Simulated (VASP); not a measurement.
Set up this calculation in VASP 6.6.1, as the native input.

```
Task                   : single point
Functional             : PBE
Potentials or basis    : VASP PAW PBE potentials, release 64 (La, O)
Cutoff                 : 520 eV
k mesh                 : 6 × 6 × 4
Occupations            : gaussian, width 0.05 eV
Spin                   : no spin polarisation
Dipole correction      : no
Further INCAR settings : ALGO = Normal; EDIFF = 1e-06; NBANDS = 28
```

The structure of La2O3 lies in POSCAR:

```
La2O3
1.0
    3.9307780000      0.0000000000      0.0000000000
   -1.9653890000      3.4041530000      0.0000000000
    0.0000000000      0.0000000000      6.1119540000
La O
2 3
Direct
    0.6666666667      0.3333333333      0.7537640000
    0.3333333333      0.6666666667      0.2462360000
    0.6666666667      0.3333333333      0.3541090000
    0.3333333333      0.6666666667      0.6458910000
    0.0000000000      0.0000000000      0.0000000000
```

The input as run:

INCAR

```
SYSTEM = La2O3
  ALGO = Normal
  EDIFF = 1E-6
  ENCUT = 520
  GGA = PE
  ISIF = 2
  ISMEAR = 0
  LASPH = .True.
  LCHARG = .True.
  LELF = .True.
  LREAL = .False.
  LVHAR = .True.
  LWAVE = .False.
  NBANDS = 28
  NELM = 60
  PREC = Accurate
  SIGMA = 0.05
```

KPOINTS

```
k-points
0
Gamma
  6 6 4
  0 0 0
```

Potentials or basis: VASP PAW PBE potentials, release 64 (La, O).

Launch:

```bash
$ cat potpaw_PBE.64/La/POTCAR potpaw_PBE.64/O/POTCAR > POTCAR
$ mpirun -np 1 vasp_std > vasp.out
```

Results of the run:

* Pressure: 1.6 GPa
* Largest force: 0.012 eV/Å
* Band gap on the k mesh: 3.86 eV (least direct gap 3.98 eV)

Caveat: spin-orbit coupling is left out, which moves the levels of the heavy elements.

Run time: 2.5 min on 1 thread of Intel Xeon 8259CL, on a shared host, peak memory 0.23 GiB.
